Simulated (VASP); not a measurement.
# Pt (P6_3/mmc) in VASP: a series of runs

Runs on Pt. Level: PBE. Tasks: relaxation of shape and atoms at fixed volume, single point.

Program: VASP 6.6.1. These are calculated values, not measurements. Logs are shortened: lines on timing, memory, paths and dates and some standing lists are left out, and cuts for length are marked.

### Step 1. The cell of the first run

The structure is hexagonal, space group P6_3/mmc (No. 194). Conventional cell: a = 2.681 Å, b = 2.681 Å, c = 4.605 Å, α = 90.00°, β = 90.00°, γ = 120.00°. Pt (site symmetry -6m2) has 12 Pt at 2.68 to 2.77 Å within 3.5 Å.

### Step 2. Relaxation of shape and atoms at fixed volume, PBE (volume scaled by 0.91)

File INCAR:

```
SYSTEM = Pt
ALGO = Normal
EDIFF = 1E-7
EDIFFG = -0.01
ENCUT = 600
GGA = PE
IBRION = 2
ISIF = 4
ISMEAR = 0
LASPH = .TRUE.
LCHARG = .FALSE.
LREAL = .FALSE.
LWAVE = .FALSE.
NELM = 80
NSW = 50
PREC = Accurate
SIGMA = 0.1
```

File KPOINTS:

```
k-points
0
G
  18 18 10
  0 0 0
```

File POSCAR:

```
Pt
1.0
    2.6812675500      0.0000000000      0.0000000000
   -1.3406337750      2.3220458126      0.0000000000
    0.0000000000      0.0000000000      4.6054605899
Pt
2
Direct
    0.6666666667      0.3333333333      0.7500000000
    0.3333333333      0.6666666667      0.2500000000
```

Potentials or basis: VASP PAW PBE potentials, release 64 (Pt).

Started as:

```sh
cat potpaw_PBE.64/Pt/POTCAR > POTCAR
mpirun -np 1 vasp_std > vasp.out
```

OUTCAR:

```text
SYSTEM = Pt
   EDIFF = 1E-7
   EDIFFG = -0.01
   ENCUT = 600
   GGA = PE
   IBRION = 2
   ISIF = 4
   ISMEAR = 0
   LASPH = .TRUE.
   LREAL = .FALSE.
   NELM = 80
   NSW = 50
   PREC = Accurate

 ion  position               nearest neighbor table
   1  0.667  0.333  0.750-   2 2.77   2 2.77   2 2.77   2 2.77   2 2.77   2 2.77
   2  0.333  0.667  0.250-   1 2.77   1 2.77   1 2.77   1 2.77   1 2.77   1 2.77

  LATTYP: Found a hexagonal cell.
 ALAT       =     2.6812675500
 C/A-ratio  =     1.7176430565

  Lattice vectors:

 A1 = (   2.6812675500,   0.0000000000,   0.0000000000)
 A2 = (  -1.3406337750,   2.3220458126,   0.0000000000)
 A3 = (   0.0000000000,   0.0000000000,   4.6054605899)

Analysis of symmetry for initial positions (statically):
=====================================================================
 Subroutine PRICEL returns:
 Original cell was already a primitive cell.

 Routine SETGRP: Setting up the symmetry group for a
 hexagonal supercell.

 Subroutine GETGRP returns: Found 24 space group operations
 (whereof 12 operations were pure point group operations)
 out of a pool of 24 trial point group operations.

The static configuration has the point symmetry D_3d.
 The point group associated with its full space group is D_6h.

Analysis of symmetry for dynamics (positions and initial velocities):
=====================================================================
 Subroutine PRICEL returns:
 Original cell was already a primitive cell.

 Routine SETGRP: Setting up the symmetry group for a
 hexagonal supercell.

 Subroutine GETGRP returns: Found 24 space group operations
 (whereof 12 operations were pure point group operations)
 out of a pool of 24 trial point group operations.

The dynamic configuration has the point symmetry D_3d.
 The point group associated with its full space group is D_6h.

 Subroutine INISYM returns: Found 24 space group operations
 (whereof 12 operations are pure point group operations),
 and found     1 'primitive' translations

----------------------------------------------------------------------------------------

                                     Primitive cell

  volume of cell :      28.6737

  direct lattice vectors                    reciprocal lattice vectors
     2.681267550  0.000000000  0.000000000     0.372957932  0.215327362  0.000000000
    -1.340633775  2.322045813  0.000000000     0.000000000  0.430654725  0.000000000
     0.000000000  0.000000000  4.605460590     0.000000000  0.000000000  0.217133548

  length of vectors
     2.681267550  2.681267550  4.605460590     0.430654725  0.430654725  0.217133548

  position of ions in fractional coordinates (direct lattice)
     0.666666667  0.333333333  0.750000000
     0.333333333  0.666666667  0.250000000

  ion indices of the primitive-cell ions
   primitive index   ion index
                 1           1
                 2           2

----------------------------------------------------------------------------------------

 KPOINTS: k-points

Automatic generation of k-mesh.
 Grid dimensions read from file:
 generate k-points for:   18   18   10

 Generating k-lattice:

  Cartesian coordinates                     Fractional coordinates (reciprocal lattice)
     0.020719885  0.011962631  0.000000000     0.055555556 -0.000000000  0.000000000
     0.000000000  0.023925262  0.000000000     0.000000000  0.055555556  0.000000000
     0.000000000  0.000000000  0.021713355     0.000000000  0.000000000  0.100000000

  Length of vectors
     0.023925262  0.023925262  0.021713355

  Shift w.r.t. Gamma in fractional coordinates (k-lattice)
     0.000000000  0.000000000  0.000000000

 Subroutine IBZKPT returns following result:
 ===========================================

 Found    222 irreducible k-points:

 Following reciprocal coordinates:
            Coordinates               Weight
  0.000000  0.000000  0.000000      1.000000
  0.055556  0.000000  0.000000      6.000000
  0.111111  0.000000  0.000000      6.000000
  0.166667  0.000000  0.000000      6.000000
  0.222222  0.000000  0.000000      6.000000
  0.277778  0.000000  0.000000      6.000000
[... 16 lines left out ...]
  0.333333  0.111111  0.000000     12.000000
  0.388889  0.111111  0.000000     12.000000
 [... further k-points ...]
   k-points           NKPTS =    222   k-points in BZ     NKDIM =    222   number of bands    NBANDS=     14
   number of dos      NEDOS =    301   number of ions     NIONS =      2
   total plane-waves  NPLWV =  23040
   dimension x,y,z NGX =    24 NGY =   24 NGZ =   40
   dimension x,y,z NGXF=    48 NGYF=   48 NGZF=   80
   ions per type =               2
   NGX,Y,Z   is equivalent  to a cutoff of  14.88, 14.88, 14.44 a.u.
   NGXF,Y,Z  is equivalent  to a cutoff of  29.76, 29.76, 28.88 a.u.
 SYSTEM =  Pt
   PREC   = accura    normal or accurate (medium, high low for compatibility)
   ISTART =      0    job   : 0-new  1-cont  2-samecut
   ICHARG =      2    charge: 1-file 2-atom 10-const
   ISPIN  =      1    spin polarized calculation?
   LNONCOLLINEAR =      F non collinear calculations
   LSORBIT =      F    spin-orbit coupling
   LASPH  =      T    aspherical Exc in radial PAW
   ENCUT  =  600.0 eV  44.10 Ry    6.64 a.u.   5.36  5.36  9.20*2*pi/ulx,y,z
   NELM   =     80;   NELMIN=  2; NELMDL= -5     # of ELM steps
   EDIFF  = 0.1E-06   stopping-criterion for ELM
   LREAL  =      F    real-space projection
   EDIFFG = -.1E-01   stopping-criterion for IOM
   NSW    =     50    number of steps for IOM
   IBRION =      2    ionic relax: 0-MD 1-quasi-New 2-CG
   NFREE  =      1    steps in history (QN), initial steepest desc. (CG)
   ISIF   =      4    stress and relaxation
   ISYM   =      2    0-nonsym 1-usesym 2-fastsym
   POTIM  = 0.5000    time-step for ionic-motion
   TEBEG  =    0.0;   TEEND  =   0.0 temperature during run
   PSTRESS=    0.0 pullay stress
   NELECT =      20.0000    total number of electrons
   NUPDOWN=      -1.0000    fix difference up-down
   EMIN   =  10.00;   EMAX   =-10.00  energy-range for DOS
   EFERMI =   0.00;   METHOD = LEGACY
   ISMEAR =     0;   SIGMA  =   0.10  broadening in eV -4-tet -1-fermi 0-gaus
   EFERMI_NEDOS =   21; number of points for ismear=-14 and -15
   IALGO  =     38    algorithm
   IMIX   =      4    mixing-type and parameters
     AMIX     =   0.40;   BMIX     =  1.00
     AMIX_MAG =   1.60;   BMIX_MAG =  1.00
  volume/ion in A,a.u.               =      14.34        96.75
  Fermi-wavevector in a.u.,A,eV,Ry     =   1.451856  2.743610 28.679521  2.107885
  Thomas-Fermi vector in A             =   2.569305
   LORBIT       =      0    0 simple, 1 ext, 2 COOP (PROOUT), +10 PAW based schemes
   GGA     = PE    functional components
   LHFCALC =     F    Hartree Fock is set to
   AEXX    =    0.0000 exact exchange contribution
   IVDW    =     0    specifies the selected vdW correction
   LEPSILON=     F    determine dielectric tensor
   LRPA    =     F    only Hartree local field effects (RPA)
 conjugate gradient relaxation of ions
 non-spin polarized calculation
 Gauss-broadening in eV      SIGMA  =   0.10
  energy-cutoff  :      600.00
  volume of cell :       28.67
 maximum number of plane-waves:       979
 NGX is ok and might be reduce to    24
   NGX = 11   NGY = 11   NGZ = 19

--------------------------------------- Ionic step        1  -------------------------------------------

 number of electron      19.9999999 magnetization

 Free energy of the ion-electron system (eV)
  ---------------------------------------------------
  ext. energy  EPLUGINS =         0.00000000
  ---------------------------------------------------
  free energy    TOTEN  =       -11.86216329 eV

  energy without entropy =      -11.84470790  energy(sigma->0) =      -11.85343560

------------------------ aborting loop because EDIFF is reached ----------------------------------------

  FORCE on cell =-STRESS in cart. coord.  units (eV):
  Direction    XX          YY          ZZ          XY          YZ          ZX
  --------------------------------------------------------------------------------------
  -------------------------------------------------------------------------------------
  Total        5.2577867      5.2577867      5.0429065      0.0000000      0.0000000      0.0000000
  in kB      293.7849471    293.7849471    281.7782679      0.0000000      0.0000000      0.0000000
  external PRESSURE =     289.7827207 kB  Pullay stress =       0.0000000 kB

 VOLUME and BASIS-vectors are now :
 -----------------------------------------------------------------------------
  energy-cutoff  :      600.00
  volume of cell :       28.67
      direct lattice vectors                 reciprocal lattice vectors
     2.681267550  0.000000000  0.000000000     0.372957932  0.215327362  0.000000000
    -1.340633775  2.322045813  0.000000000     0.000000000  0.430654725  0.000000000
     0.000000000  0.000000000  4.605460590     0.000000000  0.000000000  0.217133548
[... 37 lines left out ...]
 POSITION                                       TOTAL-FORCE (eV/Angst)
 -----------------------------------------------------------------------------------
      1.34295      0.77535      3.44217        -0.000000     -0.000000      0.000000
     -0.00000      1.55071      1.14739         0.000000      0.000000     -0.000000
 -----------------------------------------------------------------------------------
    total drift:                               -0.000000      0.000000     -0.000000

  FREE ENERGIE OF THE ION-ELECTRON SYSTEM (eV)
  ---------------------------------------------------
  free  energy   TOTEN  =       -11.8624187103 eV

  energy  without entropy=      -11.8445416486  energy(sigma->0) =      -11.85348018

--------------------------------------- Ionic step        3  -------------------------------------------

 number of electron      19.9999999 magnetization

 Free energy of the ion-electron system (eV)
  ---------------------------------------------------
  ext. energy  EPLUGINS =         0.00000000
  ---------------------------------------------------
  free energy    TOTEN  =       -11.86244541 eV

  energy without entropy =      -11.84466602  energy(sigma->0) =      -11.85355572

 E-fermi :  12.2398     XC(G=0): -13.7929

 val. band max:       12.2324621604   @ k =   0.2222   0.1667   0.4000
 cond. band min:      12.2407761857   @ k =   0.2778   0.0556   0.5000
 fundamental gap:      0.0083140253
 Fermi energy:        12.2398101016

 k-point     1 :       0.0000    0.0000    0.0000
  band No.  band energies     occupation
      1       1.4652      2.00000
      2       4.2376      2.00000
      3       7.7600      2.00000
      4       8.2524      2.00000
      5       8.2524      2.00000
      6       8.7115      2.00000
      7       8.7115      2.00000
      8      10.0176      2.00000
      9      10.0176      2.00000
     10      11.1953      2.00000
     11      11.9682      1.99988
     12      11.9682      1.99988
     13      17.7841      0.00000
     14      27.0778      0.00000

 k-point     2 :       0.0556    0.0000    0.0000
  band No.  band energies     occupation
      1       1.5871      2.00000
      2       4.3501      2.00000
      3       7.7289      2.00000
      4       8.2626      2.00000
      5       8.3495      2.00000
      6       8.6466      2.00000
      7       8.8039      2.00000
      8       9.8722      2.00000
      9       9.9506      2.00000
     10      10.4769      2.00000
[... 362 lines left out ...]
 k-point    24 :       0.3889    0.1111    0.0000
  band No.  band energies     occupation
      1       5.2395      2.00000
      2       5.3583      2.00000
      3       5.7547      2.00000
      4       8.2038      2.00000
      5       8.4240      2.00000
      6       8.4991      2.00000
      7       8.9078      2.00000
      8      11.7745      2.00000
      9      12.0772      1.97856
     10      12.3309      0.19754
     11      14.4159      0.00000
     12      17.7810      0.00000
     13      19.7354      0.00000
     14      21.9545      0.00000

 [... further k-points ...]
[... 5 lines left out ...]
  --------------------------------------------------------------------------------------
  -------------------------------------------------------------------------------------
  Total        5.1713282      5.1713282      5.1704970     -0.0000000      0.0000000      0.0000000
  in kB      288.9539766    288.9539766    288.9075310     -0.0000000      0.0000000      0.0000000
  external PRESSURE =     288.9384947 kB  Pullay stress =       0.0000000 kB

 VOLUME and BASIS-vectors are now :
 -----------------------------------------------------------------------------
  energy-cutoff  :      600.00
  volume of cell :       28.67
      direct lattice vectors                 reciprocal lattice vectors
     2.684808627  0.000000000  0.000000000     0.372466026  0.215043360 -0.000000000
    -1.342404314  2.325112476 -0.000000000     0.000000000  0.430086721  0.000000000
     0.000000000  0.000000000  4.593320032     0.000000000  0.000000000  0.217707452

 POSITION                                       TOTAL-FORCE (eV/Angst)
 -----------------------------------------------------------------------------------
      1.34240      0.77504      3.44499        -0.000000     -0.000000      0.000000
     -0.00000      1.55007      1.14833         0.000000      0.000000      0.000000
 -----------------------------------------------------------------------------------
    total drift:                               -0.000000      0.000000     -0.000000

  FREE ENERGIE OF THE ION-ELECTRON SYSTEM (eV)
  ---------------------------------------------------
  free  energy   TOTEN  =       -11.8624454121 eV

  energy  without entropy=      -11.8446660231  energy(sigma->0) =      -11.85355572

 reached required accuracy - stopping structural energy minimisation
```

Wall time 57 s (1 thread of Intel Xeon 6975P-C (Granite Rapids), shared host); peak memory 0.24 GiB.

Results:

```
Free energy               : -11.8624 eV
Energy gained by relaxing : 0.1 meV/atom
Ionic steps               : 3
Pressure after relaxing   : 28.9 GPa
Band gap on the k mesh    : zero (band 10 reaches 12.79 eV, above the bottom of band 11 at 11.29 eV)
```

The path:
```tsv
step	energy change (eV)	largest force (eV/Å)	pressure (GPa)	volume (Å³)
1	0.0000	0.0000	28.98	28.67
2	-0.0003	0.0000	28.87	28.67
3	-0.0003	0.0000	28.89	28.67
```

Final structure:
```
CELL_PARAMETERS angstrom
2.68481 0.00000 0.00000
-1.34240 2.32511 0.00000
0.00000 0.00000 4.59332
ATOMIC_POSITIONS crystal
Pt 0.66667 0.33333 0.75000
Pt 0.33333 0.66667 0.25000
```

Caveat: the cell differs from its parent crystal (volume scaled by 0.91); spin-orbit coupling is left out, which moves the levels of the heavy elements.

### Step 3. Single point, PBE

This run uses another cell than the first one, of 15.81 Å³/atom, 1.103 times its volume.

File INCAR:

```
PREC     = Accurate       # precision mode
ENCUT    = 500            # plane-wave cutoff, eV
EDIFF    = 1E-6           # SCF threshold, eV
ISMEAR   = 0              # smearing method
SIGMA    = 0.1            # smearing width, eV
LREAL    = F              # projectors in reciprocal space
LASPH    = T              # aspherical terms in the spheres
NELM     = 120            # most SCF steps
ALGO     = Normal         # electronic algorithm
ISIF     = 2              # what is computed and relaxed
LWAVE    = F              # write WAVECAR
LCHARG   = F              # write CHGCAR
GGA      = PE             # functional
NBANDS   = 17             # bands
GGA_COMPAT= F
```

File KPOINTS:

```
regular mesh
0
Gamma
  9 9 4
```

File POSCAR:

```
Pt
1.0
    2.7606656158      0.0000000000      0.0000000000
   -1.3803328079      2.3908065546      0.0000000000
    0.0000000000      0.0000000000      4.7921340000
Pt
2
Direct
    0.6666666700      0.3333333300      0.7500000000
    0.3333333300      0.6666666700      0.2500000000
```

Potentials or basis: VASP PAW PBE potentials, release 64 (Pt).

Started as:

```sh
cat potpaw_PBE.64/Pt/POTCAR > POTCAR
mpirun -np 1 vasp_std > vasp.out
```

OUTCAR:

```text
PREC = Accurate
   ENCUT = 500
   EDIFF = 1E-6
   ISMEAR = 0
   LREAL = F
   LASPH = T
   NELM = 120
   ISIF = 2
   GGA = PE

 ion  position               nearest neighbor table
   1  0.667  0.333  0.750-   2 2.88   2 2.88   2 2.88   2 2.88   2 2.88   2 2.88
   2  0.333  0.667  0.250-   1 2.88   1 2.88   1 2.88   1 2.88   1 2.88   1 2.88

  LATTYP: Found a hexagonal cell.
 ALAT       =     2.7606656158
 C/A-ratio  =     1.7358618054

  Lattice vectors:

[... 192 lines left out ...]
      4       6.9425      2.00000
      5       6.9425      2.00000
      6       7.3052      2.00000
[... 457 lines left out ...]
      4       6.1121      2.00000
      5       6.7164      2.00000
      6       6.7164      2.00000
[... 9 lines left out ...]
     16      21.0066      0.00000
     17      25.9732      0.00000

 [... further k-points ...]
[... 5 lines left out ...]
  --------------------------------------------------------------------------------------
  -------------------------------------------------------------------------------------
  Total       -0.2851292     -0.2851292     -0.1976750      0.0000000      0.0000000      0.0000000
  in kB      -14.4432538    -14.4432538    -10.0132527      0.0000000      0.0000000      0.0000000
  external PRESSURE =     -12.9665868 kB  Pullay stress =       0.0000000 kB

 VOLUME and BASIS-vectors are now :
 -----------------------------------------------------------------------------
  energy-cutoff  :      500.00
  volume of cell :       31.63
      direct lattice vectors                 reciprocal lattice vectors
     2.760665616  0.000000000  0.000000000     0.362231483  0.209134444  0.000000000
    -1.380332808  2.390806555  0.000000000     0.000000000  0.418268888  0.000000000
     0.000000000  0.000000000  4.792134000     0.000000000  0.000000000  0.208675300

 POSITION                                       TOTAL-FORCE (eV/Angst)
 -----------------------------------------------------------------------------------
      1.38033      0.79694      3.59410         0.000000     -0.000000      0.000000
     -0.00000      1.59387      1.19803        -0.000000      0.000000      0.000000
 -----------------------------------------------------------------------------------
    total drift:                               -0.000001      0.000001     -0.000000

  FREE ENERGIE OF THE ION-ELECTRON SYSTEM (eV)
  ---------------------------------------------------
  free  energy   TOTEN  =       -12.0844700638 eV

  energy  without entropy=      -12.0598450030  energy(sigma->0) =      -12.07215753
```

stdout:

```text
POSCAR found type information on POSCAR Pt
 POSCAR found :  1 types and       2 ions
 scaLAPACK will be used
 LDA part: xc-table for (Slater+PW92), standard interpolation
 POSCAR, INCAR and KPOINTS ok, starting setup
 FFT: planning ... GRIDC
 FFT: planning ... GRID_SOFT
 FFT: planning ... GRID
 WAVECAR not read
 entering main loop
```

Run time: 24 s. Hardware: 1 thread of Intel Xeon 8259CL, shared host; peak memory 0.15 GiB.

Results:

| Quantity | Value |
| --- | --- |
| Free energy | -12.0845 eV |
| Pressure | -1.3 GPa |
| Band gap on the k mesh | zero (band 10 reaches 10.69 eV, above the bottom of band 11 at 9.56 eV) |

Levels at points of the mesh, in eV from the Fermi level:
| k point | band 8 | band 9 | band 10 | band 11 | band 12 | band 13 |
| --- | --- | --- | --- | --- | --- | --- |
| (0.00, 0.00, 0.00) | -1.78 | -1.78 | -0.69 | -0.21 | -0.21 | 4.68 |
| (0.00, 0.00, 0.50) | -3.39 | -0.78 | -0.78 | -0.78 | -0.78 | 11.91 |

Caveat: spin-orbit coupling is left out, which moves the levels of the heavy elements.
